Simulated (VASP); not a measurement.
# HfPd2N4 (Fd-3m) in VASP: a series of runs

HfPd2N4 is run at these levels: PBE; tasks: single point, relaxation of cell and atoms.

Program: VASP 6.6.1. These are calculated values, not measurements. Logs are shortened: lines on timing, memory, paths and dates and some standing lists are left out, and cuts for length are marked.

## 1. The cell of the first run

It takes space group Fd-3m (No. 227, cubic). The conventional cell has a = 8.774 Å, b = 8.774 Å, c = 8.774 Å, α = 90.00°, β = 90.00°, γ = 90.00°. Within 2.7 Å of Hf (site symmetry -43m) lie 4 N at 2.07 Å. Pd (site symmetry -3m) has 6 N at 2.10 Å within 2.8 Å. Within 2.7 Å of N (site symmetry 3m) lie 1 Hf at 2.07 Å and 3 Pd at 2.10 Å.

## 2. Single point, PBE

INCAR

```
SYSTEM = HfPd2N4
ALGO = Normal ; EDIFF = 1E-6
ENCUT = 520 ; GGA = PE
ISIF = 2 ; ISMEAR = 0
LASPH = .TRUE. ; LCHARG = .TRUE.
LELF = .TRUE. ; LREAL = .FALSE.
LVHAR = .TRUE. ; LWAVE = .FALSE.
NBANDS = 63 ; NELM = 80
PREC = Accurate ; SIGMA = 0.15
```

KPOINTS

```
k-points
0
G
  3 3 3
  0 0 0
```

POSCAR

```
HfPd2N4
1.0
    0.0000000000      4.3872320084      4.3872320084
    4.3872320084      0.0000000000      4.3872320084
    4.3872320084      4.3872320084      0.0000000000
Hf Pd N
2 4 8
Direct
    0.5000000000      0.5000000000      0.5000000000
    0.7500000000      0.7500000000      0.7500000000
    0.6250000000      0.1250000000      0.1250000000
    0.1250000000      0.6250000000      0.1250000000
    0.1250000000      0.1250000000      0.6250000000
    0.1250000000      0.1250000000      0.1250000000
    0.3636917592      0.9089247224      0.3636917592
    0.9089247224      0.3636917592      0.3636917592
    0.3636917592      0.3636917592      0.9089247224
    0.3636917592      0.3636917592      0.3636917592
    0.8863082408      0.3410752776      0.8863082408
    0.3410752776      0.8863082408      0.8863082408
    0.8863082408      0.8863082408      0.8863082408
    0.8863082408      0.8863082408      0.3410752776
```

Potentials or basis: VASP PAW PBE potentials, release 64 (Hf_pv, Pd, N).

Run with:

```console
$ cat potpaw_PBE.64/Hf_pv/POTCAR potpaw_PBE.64/Pd/POTCAR potpaw_PBE.64/N/POTCAR > POTCAR
$ mpirun -np 1 vasp_std > vasp.out
```

OUTCAR:

```text
SYSTEM = HfPd2N4
   EDIFF = 1E-6
   ENCUT = 520
   GGA = PE
   ISIF = 2
   ISMEAR = 0
   LASPH = .TRUE.
   LREAL = .FALSE.
   NELM = 80
   PREC = Accurate

 ion  position               nearest neighbor table
   1  0.500  0.500  0.500-  10 2.07   8 2.07   9 2.07   7 2.07   3 3.64   4 3.64   4 3.64   5 3.64
                             3 3.64   5 3.64   6 3.64   6 3.64   6 3.64   5 3.64   4 3.64   3 3.64
   2  0.750  0.750  0.750-  13 2.07  12 2.07  11 2.07  14 2.07   3 3.64   4 3.64   3 3.64   5 3.64
                             4 3.64   5 3.64   6 3.64   5 3.64   6 3.64   6 3.64   3 3.64   4 3.64
   3  0.625  0.125  0.125-   7 2.10   9 2.10  11 2.10  14 2.10  13 2.10  10 2.10   6 3.10   5 3.10
                             4 3.10   4 3.10   5 3.10   6 3.10   2 3.64   1 3.64   2 3.64   1 3.64
   4  0.125  0.625  0.125-   8 2.10   9 2.10  12 2.10  14 2.10  13 2.10  10 2.10   6 3.10   5 3.10
                             3 3.10   5 3.10   6 3.10   3 3.10   1 3.64   2 3.64   1 3.64   2 3.64
   5  0.125  0.125  0.625-   7 2.10   8 2.10  11 2.10  12 2.10  10 2.10  13 2.10   6 3.10   3 3.10
                             4 3.10   6 3.10   4 3.10   3 3.10   1 3.64   2 3.64   1 3.64   2 3.64
   6  0.125  0.125  0.125-   7 2.10   8 2.10   9 2.10  11 2.10  12 2.10  14 2.10   3 3.10   4 3.10
                             5 3.10   5 3.10   4 3.10   3 3.10   1 3.64   2 3.64   1 3.64   2 3.64
   7  0.364  0.909  0.364-   1 2.07   3 2.10   5 2.10   6 2.10
   8  0.909  0.364  0.364-   1 2.07   4 2.10   5 2.10   6 2.10
   9  0.364  0.364  0.909-   1 2.07   3 2.10   4 2.10   6 2.10
  10  0.364  0.364  0.364-   1 2.07   3 2.10   4 2.10   5 2.10
  11  0.886  0.341  0.886-   2 2.07   3 2.10   5 2.10   6 2.10
  12  0.341  0.886  0.886-   2 2.07   4 2.10   5 2.10   6 2.10
  13  0.886  0.886  0.886-   2 2.07   3 2.10   4 2.10   5 2.10
  14  0.886  0.886  0.341-   2 2.07   3 2.10   4 2.10   6 2.10

  LATTYP: Found a face centered cubic cell.
 ALAT       =     8.7744640168

  Lattice vectors:

 A1 = (   0.0000000000,   4.3872320084,   4.3872320084)
 A2 = (   4.3872320084,   0.0000000000,   4.3872320084)
 A3 = (   4.3872320084,   4.3872320084,   0.0000000000)

Analysis of symmetry for initial positions (statically):
=====================================================================
 Subroutine PRICEL returns:
 Original cell was already a primitive cell.

 Routine SETGRP: Setting up the symmetry group for a
 face centered cubic supercell.

 Subroutine GETGRP returns: Found 48 space group operations
 (whereof 24 operations were pure point group operations)
 out of a pool of 48 trial point group operations.

The static configuration has the point symmetry T_d .
 The point group associated with its full space group is O_h .

Analysis of symmetry for dynamics (positions and initial velocities):
=====================================================================
 Subroutine PRICEL returns:
 Original cell was already a primitive cell.

 Routine SETGRP: Setting up the symmetry group for a
 face centered cubic supercell.

 Subroutine GETGRP returns: Found 48 space group operations
 (whereof 24 operations were pure point group operations)
 out of a pool of 48 trial point group operations.

The dynamic configuration has the point symmetry T_d .
 The point group associated with its full space group is O_h .

 Subroutine INISYM returns: Found 48 space group operations
 (whereof 24 operations are pure point group operations),
 and found     1 'primitive' translations

----------------------------------------------------------------------------------------

                                     Primitive cell

  volume of cell :     168.8892

  direct lattice vectors                    reciprocal lattice vectors
     0.000000000  4.387232008  4.387232008    -0.113967075  0.113967075  0.113967075
     4.387232008  0.000000000  4.387232008     0.113967075 -0.113967075  0.113967075
     4.387232008  4.387232008  0.000000000     0.113967075  0.113967075 -0.113967075

  length of vectors
     6.204483008  6.204483008  6.204483008     0.197396765  0.197396765  0.197396765

  position of ions in fractional coordinates (direct lattice)
     0.500000000  0.500000000  0.500000000
     0.750000000  0.750000000  0.750000000
     0.625000000  0.125000000  0.125000000
     0.125000000  0.625000000  0.125000000
     0.125000000  0.125000000  0.625000000
     0.125000000  0.125000000  0.125000000
     0.363691759  0.908924722  0.363691759
     0.908924722  0.363691759  0.363691759
     0.363691759  0.363691759  0.908924722
     0.363691759  0.363691759  0.363691759
     0.886308241  0.341075278  0.886308241
     0.341075278  0.886308241  0.886308241
     0.886308241  0.886308241  0.886308241
     0.886308241  0.886308241  0.341075278

  ion indices of the primitive-cell ions
   primitive index   ion index
                 1           1
                 2           2
                 3           3
                 4           4
                 5           5
                 6           6
                 7           7
                 8           8
                 9           9
                10          10
                11          11
                12          12
                13          13
                14          14

----------------------------------------------------------------------------------------

 KPOINTS: k-points

Automatic generation of k-mesh.
 Grid dimensions read from file:
 generate k-points for:    3    3    3

 Generating k-lattice:

  Cartesian coordinates                     Fractional coordinates (reciprocal lattice)
    -0.037989025  0.037989025  0.037989025     0.333333333  0.000000000  0.000000000
     0.037989025 -0.037989025  0.037989025     0.000000000  0.333333333  0.000000000
     0.037989025  0.037989025 -0.037989025     0.000000000  0.000000000  0.333333333

  Length of vectors
     0.065798922  0.065798922  0.065798922

  Shift w.r.t. Gamma in fractional coordinates (k-lattice)
     0.000000000  0.000000000  0.000000000

 Subroutine IBZKPT returns following result:
 ===========================================

 Found      4 irreducible k-points:

 Following reciprocal coordinates:
            Coordinates               Weight
  0.000000  0.000000  0.000000      1.000000
  0.333333  0.000000  0.000000      8.000000
  0.333333  0.333333  0.000000      6.000000
 -0.333333  0.333333  0.000000     12.000000
   k-points           NKPTS =      4   k-points in BZ     NKDIM =      4   number of bands    NBANDS=     63
   number of dos      NEDOS =    301   number of ions     NIONS =     14
   total plane-waves  NPLWV = 110592
   dimension x,y,z NGX =    48 NGY =   48 NGZ =   48
   dimension x,y,z NGXF=    96 NGYF=   96 NGZF=   96
   ions per type =               2   4   8
   NGX,Y,Z   is equivalent  to a cutoff of  12.86, 12.86, 12.86 a.u.
   NGXF,Y,Z  is equivalent  to a cutoff of  25.72, 25.72, 25.72 a.u.
 SYSTEM =  HfPd2N4
   PREC   = accura    normal or accurate (medium, high low for compatibility)
   ISTART =      0    job   : 0-new  1-cont  2-samecut
   ICHARG =      2    charge: 1-file 2-atom 10-const
   ISPIN  =      1    spin polarized calculation?
   LNONCOLLINEAR =      F non collinear calculations
   LSORBIT =      F    spin-orbit coupling
   LASPH  =      T    aspherical Exc in radial PAW
   ENCUT  =  520.0 eV  38.22 Ry    6.18 a.u.  11.54 11.54 11.54*2*pi/ulx,y,z
   NELM   =     80;   NELMIN=  2; NELMDL= -5     # of ELM steps
   EDIFF  = 0.1E-05   stopping-criterion for ELM
   LREAL  =      F    real-space projection
   EDIFFG = 0.1E-04   stopping-criterion for IOM
   NSW    =      0    number of steps for IOM
   IBRION =     -1    ionic relax: 0-MD 1-quasi-New 2-CG
   NFREE  =      0    steps in history (QN), initial steepest desc. (CG)
   ISIF   =      2    stress and relaxation
   ISYM   =      2    0-nonsym 1-usesym 2-fastsym
   POTIM  = 0.5000    time-step for ionic-motion
   TEBEG  =    0.0;   TEEND  =   0.0 temperature during run
   PSTRESS=    0.0 pullay stress
   NELECT =     100.0000    total number of electrons
   NUPDOWN=      -1.0000    fix difference up-down
   EMIN   =  10.00;   EMAX   =-10.00  energy-range for DOS
   EFERMI =   0.00;   METHOD = LEGACY
   ISMEAR =     0;   SIGMA  =   0.15  broadening in eV -4-tet -1-fermi 0-gaus
   EFERMI_NEDOS =   21; number of points for ismear=-14 and -15
   IALGO  =     38    algorithm
   IMIX   =      4    mixing-type and parameters
     AMIX     =   0.40;   BMIX     =  1.00
     AMIX_MAG =   1.60;   BMIX_MAG =  1.00
  volume/ion in A,a.u.               =      12.06        81.41
  Fermi-wavevector in a.u.,A,eV,Ry     =   1.374699  2.597804 25.712248  1.889797
  Thomas-Fermi vector in A             =   2.500102
   LORBIT       =      0    0 simple, 1 ext, 2 COOP (PROOUT), +10 PAW based schemes
   GGA     = PE    functional components
   LHFCALC =     F    Hartree Fock is set to
   AEXX    =    0.0000 exact exchange contribution
   IVDW    =     0    specifies the selected vdW correction
   LEPSILON=     F    determine dielectric tensor
   LRPA    =     F    only Hartree local field effects (RPA)
 non-spin polarized calculation
 Gauss-broadening in eV      SIGMA  =   0.15
  energy-cutoff  :      520.00
  volume of cell :      168.89
 maximum number of plane-waves:      4576
 NGX is ok and might be reduce to    48
   NGX = 23   NGY = 23   NGZ = 23

 number of electron     100.0000022 magnetization

 Free energy of the ion-electron system (eV)
  ---------------------------------------------------
  ext. energy  EPLUGINS =         0.00000000
  ---------------------------------------------------
  free energy    TOTEN  =      -104.58053151 eV

  energy without entropy =     -104.58053151  energy(sigma->0) =     -104.58053151

 E-fermi :   6.6177     XC(G=0): -11.7889

 val. band max:        5.9013797145   @ k =   0.3333   0.3333   0.0000
 cond. band min:       7.3110723855   @ k =   0.3333   0.3333   0.0000
 fundamental gap:      1.4096926710
 Fermi energy:         6.6177203138

 k-point     1 :       0.0000    0.0000    0.0000
  band No.  band energies     occupation
      1     -23.9641      2.00000
      2     -23.9641      2.00000
      3     -23.9641      2.00000
      4     -23.9330      2.00000
      5     -23.9330      2.00000
      6     -23.9330      2.00000
[... 54 lines left out ...]
     61      10.7604      0.00000
     62      10.7623      0.00000

 k-point     2 :       0.3333    0.0000    0.0000
  band No.  band energies     occupation
      1     -23.9670      2.00000
      2     -23.9670      2.00000
      3     -23.9646      2.00000
      4     -23.9332      2.00000
      5     -23.9301      2.00000
      6     -23.9301      2.00000
[... 54 lines left out ...]
     61      10.5884      0.00000
     62      11.2297      0.00000

 k-point     3 :       0.3333    0.3333    0.0000
  band No.  band energies     occupation
      1     -23.9702      2.00000
      2     -23.9702      2.00000
      3     -23.9564      2.00000
      4     -23.9414      2.00000
      5     -23.9270      2.00000
      6     -23.9270      2.00000
[... 54 lines left out ...]
     61      11.0359      0.00000
     62      11.1070      0.00000

 k-point     4 :      -0.3333    0.3333    0.0000
  band No.  band energies     occupation
      1     -23.9730      2.00000
      2     -23.9700      2.00000
      3     -23.9552      2.00000
      4     -23.9424      2.00000
      5     -23.9272      2.00000
      6     -23.9248      2.00000
[... 54 lines left out ...]
     61      11.1078      0.00000
     62      11.2916      0.00000
 [bands above 62 left out]

------------------------ aborting loop because EDIFF is reached ----------------------------------------

  FORCE on cell =-STRESS in cart. coord.  units (eV):
  Direction    XX          YY          ZZ          XY          YZ          ZX
  --------------------------------------------------------------------------------------
  -------------------------------------------------------------------------------------
  Total       -1.3537146     -1.3537146     -1.3537146     -0.0000000     -0.0000000      0.0000000
  in kB      -12.8420959    -12.8420959    -12.8420959     -0.0000000     -0.0000000      0.0000000
  external PRESSURE =     -12.8420959 kB  Pullay stress =       0.0000000 kB

 VOLUME and BASIS-vectors are now :
 -----------------------------------------------------------------------------
  energy-cutoff  :      520.00
  volume of cell :      168.89
      direct lattice vectors                 reciprocal lattice vectors
     0.000000000  4.387232008  4.387232008    -0.113967075  0.113967075  0.113967075
     4.387232008  0.000000000  4.387232008     0.113967075 -0.113967075  0.113967075
     4.387232008  4.387232008  0.000000000     0.113967075  0.113967075 -0.113967075

 POSITION                                       TOTAL-FORCE (eV/Angst)
 -----------------------------------------------------------------------------------
      4.38723      4.38723      4.38723        -0.000000     -0.000000     -0.000000
      6.58085      6.58085      6.58085        -0.000000     -0.000000     -0.000000
      1.09681      3.29042      3.29042        -0.000000     -0.000000     -0.000000
      3.29042      1.09681      3.29042        -0.000000     -0.000000     -0.000000
      3.29042      3.29042      1.09681        -0.000000     -0.000000     -0.000000
      1.09681      1.09681      1.09681        -0.000000     -0.000000     -0.000000
      5.58326      3.19120      5.58326         0.032539     -0.032539      0.032539
      3.19120      5.58326      5.58326        -0.032539      0.032539      0.032539
      5.58326      5.58326      3.19120         0.032539      0.032539     -0.032539
      3.19120      3.19120      3.19120        -0.032539     -0.032539     -0.032539
      5.38482      7.77688      5.38482        -0.032539      0.032539     -0.032539
      7.77688      5.38482      5.38482         0.032539     -0.032539     -0.032539
      7.77688      7.77688      7.77688         0.032539      0.032539      0.032539
      5.38482      5.38482      7.77688        -0.032539     -0.032539      0.032539
 -----------------------------------------------------------------------------------
    total drift:                                0.000000      0.000000      0.000000

  FREE ENERGIE OF THE ION-ELECTRON SYSTEM (eV)
  ---------------------------------------------------
  free  energy   TOTEN  =      -104.5805315133 eV

  energy  without entropy=     -104.5805315133  energy(sigma->0) =     -104.58053151
```

It took 84 s on 1 thread of Intel Xeon Platinum 8375C at 2.90GHz (Ice Lake), shared host; peak memory 0.33 GiB.

Results:

```yaml
Free_energy: -104.5805 eV
Pressure: -1.3 GPa
Largest_force: 0.056 eV/Å
Band_gap_on_the_k_mesh: 1.41 eV
```

Forces on the atoms (eV/Å):
```
Hf   0.000  0.000  0.000
Hf   0.000  0.000  0.000
Pd   0.000  0.000  0.000
Pd   0.000  0.000  0.000
Pd   0.000  0.000  0.000
Pd   0.000  0.000  0.000
N    0.033 -0.033  0.033
N   -0.033  0.033  0.033
N    0.033  0.033 -0.033
N   -0.033 -0.033 -0.033
N   -0.033  0.033 -0.033
N    0.033 -0.033 -0.033
N    0.033  0.033  0.033
N   -0.033 -0.033  0.033
```

Levels at points of the mesh, in eV from the valence-band top:
| k point | band 47 | band 48 | band 49 | band 50 | band 51 | band 52 | band 53 | band 54 |
| --- | --- | --- | --- | --- | --- | --- | --- | --- |
| (0.00, 0.00, 0.00) | -0.74 | -0.61 | -0.61 | -0.61 | 1.78 | 1.78 | 1.78 | 1.85 |

Caveat: spin-orbit coupling is left out, which moves the levels of the heavy elements; an odd mesh through Γ misses points on the zone boundary, where band edges can lie.

(Part 1 of 2 ends here.)
